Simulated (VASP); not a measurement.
# Al (Fm-3m) in VASP: single point with PBE

Aim: the single point of Al with PBE.

Program: VASP 6.6.1. These are calculated values, not measurements. Logs are shortened: lines on timing, memory, paths and dates and some standing lists are left out, and cuts for length are marked.

### 1 The cell of the first run

It takes space group Fm-3m (No. 225, cubic). Conventional cell: a = 4.041 Å, b = 4.041 Å, c = 4.041 Å, α = 90.00°, β = 90.00°, γ = 90.00°. Al (site symmetry m-3m) has 12 Al at 2.86 Å within 3.8 Å.

### 2 Single point, PBE

Contents of INCAR:

```
  ALGO = Normal
  EDIFF = 1E-6
  ENCUT = 520
  GGA = PE
  ISIF = 2
  ISMEAR = -1
  LASPH = T
  LCHARG = F
  LREAL = F
  LWAVE = F
  NBANDS = 8
  NELM = 80
  PREC = Accurate
  SIGMA = 0.08
```

Contents of KPOINTS:

```
k-points
0
Gamma
  18 18 18
```

Contents of POSCAR:

```
Al
1.0
    0.0000000000      2.0205472810      2.0205472810
    2.0205472810      0.0000000000      2.0205472810
    2.0205472810      2.0205472810      0.0000000000
Al
1
Direct
    0.0000000000      0.0000000000      0.0000000000
```

Potentials or basis: VASP PAW PBE potentials, release 64 (Al).

On the command line:

```
$ cat potpaw_PBE.64/Al/POTCAR > POTCAR
$ mpirun -np 1 vasp_std > vasp.out
```

OUTCAR:

```text
EDIFF = 1E-6
   ENCUT = 520
   GGA = PE
   ISIF = 2
   ISMEAR = -1
   LASPH = T
   LREAL = F
   NELM = 80
   PREC = Accurate

 ion  position               nearest neighbor table
   1  0.000  0.000  0.000-

  LATTYP: Found a face centered cubic cell.
 ALAT       =     4.0410945620

  Lattice vectors:

 A1 = (   0.0000000000,   2.0205472810,   2.0205472810)
 A2 = (   2.0205472810,   0.0000000000,   2.0205472810)
 A3 = (   2.0205472810,   2.0205472810,   0.0000000000)

Analysis of symmetry for initial positions (statically):
=====================================================================
 Subroutine PRICEL returns:
 Original cell was already a primitive cell.

 Routine SETGRP: Setting up the symmetry group for a
 face centered cubic supercell.

 Subroutine GETGRP returns: Found 48 space group operations
 (whereof 48 operations were pure point group operations)
 out of a pool of 48 trial point group operations.

The static configuration has the point symmetry O_h .

Analysis of symmetry for dynamics (positions and initial velocities):
=====================================================================
 Subroutine PRICEL returns:
 Original cell was already a primitive cell.

 Routine SETGRP: Setting up the symmetry group for a
 face centered cubic supercell.

 Subroutine GETGRP returns: Found 48 space group operations
 (whereof 48 operations were pure point group operations)
 out of a pool of 48 trial point group operations.

The dynamic configuration has the point symmetry O_h .

 Subroutine INISYM returns: Found 48 space group operations
 (whereof 48 operations are pure point group operations),
 and found     1 'primitive' translations

----------------------------------------------------------------------------------------

                                     Primitive cell

  volume of cell :      16.4982

  direct lattice vectors                    reciprocal lattice vectors
     0.000000000  2.020547281  2.020547281    -0.247457708  0.247457708  0.247457708
     2.020547281  0.000000000  2.020547281     0.247457708 -0.247457708  0.247457708
     2.020547281  2.020547281  0.000000000     0.247457708  0.247457708 -0.247457708

  length of vectors
     2.857485368  2.857485368  2.857485368     0.428609324  0.428609324  0.428609324

  position of ions in fractional coordinates (direct lattice)
     0.000000000  0.000000000  0.000000000

[... 70 lines left out ...]
   LNONCOLLINEAR =      F non collinear calculations
   LSORBIT =      F    spin-orbit coupling
   LASPH  =      T    aspherical Exc in radial PAW
   ENCUT  =  520.0 eV  38.22 Ry    6.18 a.u.   5.31  5.31  5.31*2*pi/ulx,y,z
   NELM   =     80;   NELMIN=  2; NELMDL= -5     # of ELM steps
   EDIFF  = 0.1E-05   stopping-criterion for ELM
   LREAL  =      F    real-space projection
   EDIFFG = 0.1E-04   stopping-criterion for IOM
   NSW    =      0    number of steps for IOM
   IBRION =     -1    ionic relax: 0-MD 1-quasi-New 2-CG
   NFREE  =      0    steps in history (QN), initial steepest desc. (CG)
   ISIF   =      2    stress and relaxation
   ISYM   =      2    0-nonsym 1-usesym 2-fastsym
   POTIM  = 0.5000    time-step for ionic-motion
   TEBEG  =    0.0;   TEEND  =   0.0 temperature during run
   PSTRESS=    0.0 pullay stress
   NELECT =       3.0000    total number of electrons
   NUPDOWN=      -1.0000    fix difference up-down
   EMIN   =  10.00;   EMAX   =-10.00  energy-range for DOS
   EFERMI =   0.00;   METHOD = LEGACY
   ISMEAR =    -1;   SIGMA  =   0.08  broadening in eV -4-tet -1-fermi 0-gaus
   EFERMI_NEDOS =   21; number of points for ismear=-14 and -15
   IALGO  =     38    algorithm
   IMIX   =      4    mixing-type and parameters
     AMIX     =   0.40;   BMIX     =  1.00
     AMIX_MAG =   1.60;   BMIX_MAG =  1.00
  volume/ion in A,a.u.               =      16.50       111.34
  Fermi-wavevector in a.u.,A,eV,Ry     =   0.927476  1.752676 11.703903  0.860213
  Thomas-Fermi vector in A             =   2.053550
   LORBIT       =      0    0 simple, 1 ext, 2 COOP (PROOUT), +10 PAW based schemes
   GGA     = PE    functional components
   LHFCALC =     F    Hartree Fock is set to
   AEXX    =    0.0000 exact exchange contribution
   IVDW    =     0    specifies the selected vdW correction
   LEPSILON=     F    determine dielectric tensor
   LRPA    =     F    only Hartree local field effects (RPA)
 non-spin polarized calculation
  energy-cutoff  :      520.00
  volume of cell :       16.50
 maximum number of plane-waves:       459
 NGX is ok and might be reduce to    24
   NGX = 11   NGY = 11   NGZ = 11

 number of electron       3.0000000 magnetization

 Free energy of the ion-electron system (eV)
  ---------------------------------------------------
  ext. energy  EPLUGINS =         0.00000000
  ---------------------------------------------------
  free energy    TOTEN  =        -3.74840574 eV

  energy without entropy =       -3.73882387  energy(sigma->0) =       -3.74361480

 E-fermi :   7.9903     XC(G=0): -10.1969

 val. band max:        7.9860675781   @ k =  -0.2778   0.2778   0.0556
 cond. band min:       7.9933087247   @ k =  -0.2778   0.5000   0.2222
 fundamental gap:      0.0072411466
 Fermi energy:         7.9902509781

 k-point     1 :       0.0000    0.0000    0.0000
  band No.  band energies     occupation
      1      -3.1339      2.00000
      2      20.6211      0.00000
      3      20.6211      0.00000
      4      20.6211      0.00000
      5      22.1138      0.00000
      6      22.1138      0.00000
      7      22.1138      0.00000
      8      24.4680      0.00000
[... 243 lines left out ...]
 k-point    24 :      -0.2222    0.0556    0.0000
  band No.  band energies     occupation
      1      -1.4925      2.00000
      2      11.8424      0.00000
      3      17.2867      0.00000
      4      20.1384      0.00000
      5      21.8841      0.00000
      6      22.9348      0.00000
      7      23.3821      0.00000
      8      25.5845      0.00000

 [... further k-points ...]
[... 5 lines left out ...]
  --------------------------------------------------------------------------------------
  -------------------------------------------------------------------------------------
  Total       -0.0048432     -0.0048432     -0.0048432     -0.0000000      0.0000000      0.0000000
  in kB       -0.4703374     -0.4703374     -0.4703374     -0.0000000      0.0000000      0.0000000
  external PRESSURE =      -0.4703374 kB  Pullay stress =       0.0000000 kB

 VOLUME and BASIS-vectors are now :
 -----------------------------------------------------------------------------
  energy-cutoff  :      520.00
  volume of cell :       16.50
      direct lattice vectors                 reciprocal lattice vectors
     0.000000000  2.020547281  2.020547281    -0.247457708  0.247457708  0.247457708
     2.020547281  0.000000000  2.020547281     0.247457708 -0.247457708  0.247457708
     2.020547281  2.020547281  0.000000000     0.247457708  0.247457708 -0.247457708

 POSITION                                       TOTAL-FORCE (eV/Angst)
 -----------------------------------------------------------------------------------
      0.00000      0.00000      0.00000         0.000000      0.000000      0.000000
 -----------------------------------------------------------------------------------
    total drift:                                0.000000     -0.000000     -0.000000

  FREE ENERGIE OF THE ION-ELECTRON SYSTEM (eV)
  ---------------------------------------------------
  free  energy   TOTEN  =        -3.7484057382 eV

  energy  without entropy=       -3.7388238697  energy(sigma->0) =       -3.74361480
```

OSZICAR:

```text
N       E                     dE             d eps       ncg     rms          rms(c)
DAV:   1    -0.229484046664E+01   -0.22948E+01   -0.88831E+02  3128   0.207E+02
DAV:   2    -0.376350432983E+01   -0.14687E+01   -0.14137E+01  4392   0.189E+01
DAV:   3    -0.377088794795E+01   -0.73836E-02   -0.73812E-02  3952   0.150E+00
DAV:   4    -0.377090254634E+01   -0.14598E-04   -0.14599E-04  4920   0.611E-02
DAV:   5    -0.377090255713E+01   -0.10786E-07   -0.10524E-07  3968   0.114E-03    0.130E+00
DAV:   6    -0.375790515947E+01    0.12997E-01   -0.16510E-03  4240   0.194E-01    0.759E-01
DAV:   7    -0.374841247769E+01    0.94927E-02   -0.49533E-03  3968   0.314E-01    0.147E-01
DAV:   8    -0.374840764425E+01    0.48334E-05   -0.13510E-05  4624   0.264E-02    0.808E-03
DAV:   9    -0.374840609743E+01    0.15468E-05   -0.82554E-07  4352   0.397E-03    0.689E-04
DAV:  10    -0.374840573820E+01    0.35923E-06   -0.35560E-09  2944   0.420E-04
   1 F= -.37484057E+01 E0= -.37436148E+01  d E =-.958187E-02
```

It took 32 s on 1 thread of AMD EPYC 7R13 (Zen 3), shared host; peak memory 0.11 GiB.

Results:

```
Free energy : -3.7484 eV
Pressure    : 0.0 GPa
```
